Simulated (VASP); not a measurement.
# GaAs (F-43m) in VASP: single point with PBE

Aim: the single point of GaAs with PBE.

Program: VASP 6.6.1. These are calculated values, not measurements. Logs are shortened: lines on timing, memory, paths and dates and some standing lists are left out, and cuts for length are marked.

### Step 1. The cell of the first run

Symmetry: F-43m, No. 216, cubic system. Conventional cell: a = 5.795 Å, b = 5.795 Å, c = 5.795 Å, α = 90.00°, β = 90.00°, γ = 90.00°. Within 3.3 Å of Ga (site symmetry -43m) lie 4 As at 2.51 Å. As (site symmetry -43m) has 4 Ga at 2.51 Å within 3.3 Å.

### Step 2. Single point, PBE

Contents of POSCAR:

```
GaAs
1.0
    0.0000000000      2.8974490000      2.8974490000
    2.8974490000      0.0000000000      2.8974490000
    2.8974490000      2.8974490000      0.0000000000
Ga As
1 1
Direct
    0.0000000000      0.0000000000      0.0000000000
    0.2500000000      0.2500000000      0.2500000000
```

Contents of INCAR.step1:

```
PREC     = Accurate       # precision mode
ENCUT    = 400            # plane-wave cutoff, eV
EDIFF    = 1E-6           # SCF threshold, eV
ISMEAR   = 1              # smearing method
SIGMA    = 0.0656         # smearing width, eV
LREAL    = F              # projectors in reciprocal space
LASPH    = T              # aspherical terms in the spheres
NELM     = 120            # most SCF steps
ALGO     = Normal         # electronic algorithm
ISIF     = 2              # what is computed and relaxed
LWAVE    = F              # write WAVECAR
LCHARG   = T              # write CHGCAR
GGA      = PE             # functional
NBANDS   = 16             # bands
GGA_COMPAT= F            
NEDOS    = 2001           # points of the DOS
LORBIT   = 11             # projections on sites
```

Contents of KPOINTS.step1:

```
Automatic mesh
0
Gamma
  8 8 8
```

Contents of INCAR.step2:

```
PREC     = Accurate       # precision mode
ENCUT    = 400            # plane-wave cutoff, eV
EDIFF    = 1E-6           # SCF threshold, eV
ISMEAR   = -5             # smearing method
SIGMA    = 0.0656         # smearing width, eV
LREAL    = F              # projectors in reciprocal space
LASPH    = T              # aspherical terms in the spheres
NELM     = 120            # most SCF steps
ALGO     = Normal         # electronic algorithm
ISIF     = 2              # what is computed and relaxed
LWAVE    = F              # write WAVECAR
LCHARG   = F              # write CHGCAR
GGA      = PE             # functional
LORBIT   = 11             # projections on sites
NEDOS    = 1001           # points of the DOS
ICHARG   = 11             # starting density
GGA_COMPAT= F
```

Contents of KPOINTS.step2:

```
Automatic mesh
0
Gamma
  12 12 12
```

Potentials or basis: VASP PAW PBE potentials, release 64 (Ga_d, As).

Started as:

```bash
cat potpaw_PBE.64/Ga_d/POTCAR potpaw_PBE.64/As/POTCAR > POTCAR
cp INCAR.step1 INCAR
cp KPOINTS.step1 KPOINTS
mpirun -np 1 vasp_std > vasp.out
cp INCAR.step2 INCAR
cp KPOINTS.step2 KPOINTS
mpirun -np 1 vasp_std > vasp.out
```

OUTCAR:

```text
PREC = Accurate
   ENCUT = 400
   EDIFF = 1E-6
   ISMEAR = -5
   LREAL = F
   LASPH = T
   NELM = 120
   ISIF = 2
   GGA = PE
   LORBIT = 11
   ICHARG = 11

 ion  position               nearest neighbor table
   1  0.000  0.000  0.000-   2 2.51   2 2.51   2 2.51   2 2.51
   2  0.250  0.250  0.250-   1 2.51   1 2.51   1 2.51   1 2.51

  LATTYP: Found a face centered cubic cell.
 ALAT       =     5.7948980000

  Lattice vectors:

 A1 = (   0.0000000000,   2.8974490000,   2.8974490000)
 A2 = (   2.8974490000,   0.0000000000,   2.8974490000)
 A3 = (   2.8974490000,   2.8974490000,   0.0000000000)

Analysis of symmetry for initial positions (statically):
=====================================================================
 Subroutine PRICEL returns:
 Original cell was already a primitive cell.

 Routine SETGRP: Setting up the symmetry group for a
 face centered cubic supercell.

 Subroutine GETGRP returns: Found 24 space group operations
 (whereof 24 operations were pure point group operations)
 out of a pool of 48 trial point group operations.

The static configuration has the point symmetry T_d .

Analysis of symmetry for dynamics (positions and initial velocities):
=====================================================================
 Subroutine PRICEL returns:
 Original cell was already a primitive cell.

 Routine SETGRP: Setting up the symmetry group for a
 face centered cubic supercell.

 Subroutine GETGRP returns: Found 24 space group operations
 (whereof 24 operations were pure point group operations)
 out of a pool of 48 trial point group operations.

The dynamic configuration has the point symmetry T_d .

 Subroutine INISYM returns: Found 24 space group operations
 (whereof 24 operations are pure point group operations),
 and found     1 'primitive' translations

----------------------------------------------------------------------------------------

                                     Primitive cell

  volume of cell :      48.6494

  direct lattice vectors                    reciprocal lattice vectors
     0.000000000  2.897449000  2.897449000    -0.172565591  0.172565591  0.172565591
     2.897449000  0.000000000  2.897449000     0.172565591 -0.172565591  0.172565591
     2.897449000  2.897449000  0.000000000     0.172565591  0.172565591 -0.172565591

  length of vectors
     4.097611672  4.097611672  4.097611672     0.298892372  0.298892372  0.298892372

  position of ions in fractional coordinates (direct lattice)
     0.000000000  0.000000000  0.000000000
     0.250000000  0.250000000  0.250000000

  ion indices of the primitive-cell ions
   primitive index   ion index
                 1           1
                 2           2

----------------------------------------------------------------------------------------

 KPOINTS: Automatic mesh

Automatic generation of k-mesh.
 Grid dimensions read from file:
 generate k-points for:   12   12   12

 Generating k-lattice:

  Cartesian coordinates                     Fractional coordinates (reciprocal lattice)
    -0.014380466  0.014380466  0.014380466     0.083333333  0.000000000  0.000000000
     0.014380466 -0.014380466  0.014380466     0.000000000  0.083333333  0.000000000
     0.014380466  0.014380466 -0.014380466     0.000000000  0.000000000  0.083333333

  Length of vectors
     0.024907698  0.024907698  0.024907698

  Shift w.r.t. Gamma in fractional coordinates (k-lattice)
     0.000000000  0.000000000  0.000000000

 TETIRR: Found    247 inequivalent tetrahedra from    10368

 Subroutine IBZKPT returns following result:
 ===========================================

 Found     72 irreducible k-points:

 Following reciprocal coordinates:
            Coordinates               Weight
  0.000000  0.000000  0.000000      1.000000
  0.083333  0.000000  0.000000      8.000000
  0.166667  0.000000  0.000000      8.000000
  0.250000  0.000000  0.000000      8.000000
  0.333333  0.000000  0.000000      8.000000
  0.416667  0.000000  0.000000      8.000000
[... 16 lines left out ...]
  0.500000  0.166667  0.000000     24.000000
 -0.416667  0.166667  0.000000     24.000000
 [... further k-points ...]
   k-points           NKPTS =     72   k-points in BZ     NKDIM =     72   number of bands    NBANDS=     13
   number of dos      NEDOS =   1001   number of ions     NIONS =      2
   total plane-waves  NPLWV =  21952
   dimension x,y,z NGX =    28 NGY =   28 NGZ =   28
   dimension x,y,z NGXF=    56 NGYF=   56 NGZF=   56
   ions per type =               1   1
   NGX,Y,Z   is equivalent  to a cutoff of  11.36, 11.36, 11.36 a.u.
   NGXF,Y,Z  is equivalent  to a cutoff of  22.72, 22.72, 22.72 a.u.
 SYSTEM =  unknown system
   PREC   = accura    normal or accurate (medium, high low for compatibility)
   ISTART =      0    job   : 0-new  1-cont  2-samecut
   ICHARG =     11    charge: 1-file 2-atom 10-const
   ISPIN  =      1    spin polarized calculation?
   LNONCOLLINEAR =      F non collinear calculations
   LSORBIT =      F    spin-orbit coupling
   LASPH  =      T    aspherical Exc in radial PAW
   ENCUT  =  400.0 eV  29.40 Ry    5.42 a.u.   6.68  6.68  6.68*2*pi/ulx,y,z
   NELM   =    120;   NELMIN=  2; NELMDL=  0     # of ELM steps
   EDIFF  = 0.1E-05   stopping-criterion for ELM
   LREAL  =      F    real-space projection
   EDIFFG = 0.1E-04   stopping-criterion for IOM
   NSW    =      0    number of steps for IOM
   IBRION =     -1    ionic relax: 0-MD 1-quasi-New 2-CG
   NFREE  =      0    steps in history (QN), initial steepest desc. (CG)
   ISIF   =      2    stress and relaxation
   ISYM   =      2    0-nonsym 1-usesym 2-fastsym
   POTIM  = 0.5000    time-step for ionic-motion
   TEBEG  =    0.0;   TEEND  =   0.0 temperature during run
   PSTRESS=    0.0 pullay stress
   NELECT =      18.0000    total number of electrons
   NUPDOWN=      -1.0000    fix difference up-down
   EMIN   =  10.00;   EMAX   =-10.00  energy-range for DOS
   EFERMI =   0.00;   METHOD = LEGACY
   ISMEAR =    -5;   SIGMA  =   0.07  broadening in eV -4-tet -1-fermi 0-gaus
   EFERMI_NEDOS =   21; number of points for ismear=-14 and -15
   IALGO  =     38    algorithm
   IMIX   =      4    mixing-type and parameters
     AMIX     =   0.40;   BMIX     =  1.00
     AMIX_MAG =   1.60;   BMIX_MAG =  1.00
  volume/ion in A,a.u.               =      24.32       164.15
  Fermi-wavevector in a.u.,A,eV,Ry     =   1.175276  2.220950 18.793369  1.381274
  Thomas-Fermi vector in A             =   2.311659
   LORBIT       =     11    0 simple, 1 ext, 2 COOP (PROOUT), +10 PAW based schemes
   GGA     = PE    functional components
   LHFCALC =     F    Hartree Fock is set to
   AEXX    =    0.0000 exact exchange contribution
   IVDW    =     0    specifies the selected vdW correction
   LEPSILON=     F    determine dielectric tensor
   LRPA    =     F    only Hartree local field effects (RPA)
 non-spin polarized calculation
 Fermi weights with tetrahedron method with Bloechl corrections
  energy-cutoff  :      400.00
  volume of cell :       48.65
 maximum number of plane-waves:       903

 number of electron      18.0000019 magnetization

 Free energy of the ion-electron system (eV)
  ---------------------------------------------------
  ext. energy  EPLUGINS =         0.00000000
  ---------------------------------------------------
  free energy    TOTEN  =        -8.26885729 eV

  energy without entropy =       -8.26885729  energy(sigma->0) =       -8.26885729

 E-fermi :   3.2684     XC(G=0):  -9.2583

 val. band max:        3.2658985218   @ k =   0.0000   0.0000   0.0000
 cond. band min:       3.2658989158   @ k =   0.0000   0.0000   0.0000
 fundamental gap:      0.0000003939
 Fermi energy:         3.2683895756

 k-point     1 :       0.0000    0.0000    0.0000
  band No.  band energies     occupation
      1     -11.4240      2.00000
      2     -11.4240      2.00000
      3     -11.4240      2.00000
      4     -11.3601      2.00000
      5     -11.3601      2.00000
      6      -8.9550      2.00000
      7       3.2415      2.00000
      8       3.2659      2.00000
      9       3.2659      2.00000
     10       3.2659      0.00001
     11       6.9685      0.00000
     12       6.9685      0.00000
     13       6.9685      0.00000

 k-point     2 :       0.0833    0.0000    0.0000
  band No.  band energies     occupation
      1     -11.4283      2.00000
      2     -11.4227      2.00000
      3     -11.4227      2.00000
      4     -11.3603      2.00000
      5     -11.3603      2.00000
      6      -8.8818      2.00000
      7       1.9378      2.00000
      8       3.1653      2.00000
      9       3.1653      2.00000
     10       4.2548     -0.00000
     11       7.0825      0.00000
     12       7.1212      0.00000
     13       7.1212      0.00000

 k-point     3 :       0.1667    0.0000    0.0000
  band No.  band energies     occupation
      1     -11.4396      2.00000
      2     -11.4194      2.00000
      3     -11.4193      2.00000
      4     -11.3604      2.00000
      5     -11.3604      2.00000
      6      -8.6686      2.00000
      7       0.5613      2.00000
      8       2.9260      2.00000
      9       2.9260      2.00000
     10       4.5981      0.00000
     11       7.4690      0.00000
     12       7.4690      0.00000
     13       7.7266      0.00000
[... 305 lines left out ...]
 k-point    23 :       0.5000    0.1667    0.0000
  band No.  band energies     occupation
      1     -11.4859      2.00000
      2     -11.4055      2.00000
      3     -11.4025      2.00000
      4     -11.3628      2.00000
      5     -11.3561      2.00000
      6      -7.2890      2.00000
      7      -2.7974      2.00000
      8       0.8386      2.00000
      9       1.7837      2.00000
     10       5.4282      0.00000
     11       7.6248      0.00000
     12       8.9117      0.00000
     13      10.0834      0.00000

 k-point    24 :      -0.4167    0.1667    0.0000
  band No.  band energies     occupation
      1     -11.4858      2.00000
      2     -11.4055      2.00000
      3     -11.4031      2.00000
      4     -11.3606      2.00000
      5     -11.3579      2.00000
      6      -7.2417      2.00000
      7      -2.8793      2.00000
      8       0.6694      2.00000
      9       1.9315      2.00000
     10       5.4331      0.00000
     11       7.7502      0.00000
     12       8.6981      0.00000
     13      10.8641      0.00000

 [... further k-points ...]

------------------------ aborting loop because EDIFF is reached ----------------------------------------

  FORCE on cell =-STRESS in cart. coord.  units (eV):
  Direction    XX          YY          ZZ          XY          YZ          ZX
  --------------------------------------------------------------------------------------
  -------------------------------------------------------------------------------------
  Total       -0.5045037     -0.5045037     -0.5045037     -0.0000000      0.0000000     -0.0000000
  in kB      -16.6148912    -16.6148912    -16.6148912     -0.0000000      0.0000000     -0.0000000
  external PRESSURE =     -16.6148912 kB  Pullay stress =       0.0000000 kB

 VOLUME and BASIS-vectors are now :
 -----------------------------------------------------------------------------
  energy-cutoff  :      400.00
  volume of cell :       48.65
      direct lattice vectors                 reciprocal lattice vectors
     0.000000000  2.897449000  2.897449000    -0.172565591  0.172565591  0.172565591
     2.897449000  0.000000000  2.897449000     0.172565591 -0.172565591  0.172565591
     2.897449000  2.897449000  0.000000000     0.172565591  0.172565591 -0.172565591

 POSITION                                       TOTAL-FORCE (eV/Angst)
 -----------------------------------------------------------------------------------
      0.00000      0.00000      0.00000         0.000000      0.000000      0.000000
      1.44872      1.44872      1.44872        -0.000000     -0.000000     -0.000000
 -----------------------------------------------------------------------------------
    total drift:                                0.000001      0.000001      0.000001

  FREE ENERGIE OF THE ION-ELECTRON SYSTEM (eV)
  ---------------------------------------------------
  free  energy   TOTEN  =        -8.2688572928 eV

  energy  without entropy=       -8.2688572928  energy(sigma->0) =       -8.26885729

 total charge

# of ion       s       p       d       tot
------------------------------------------
    1        0.886   0.731   9.981  11.598
    2        1.217   1.544   0.026   2.787
--------------------------------------------------
tot          2.103   2.275  10.008  14.385
```

Run time: 57 s. Hardware: 1 thread of AMD EPYC 7R13, shared host; peak memory 0.14 GiB.

Results:

```
Valence electrons inside the program's atomic spheres : Ga 11.60; As 2.79
```
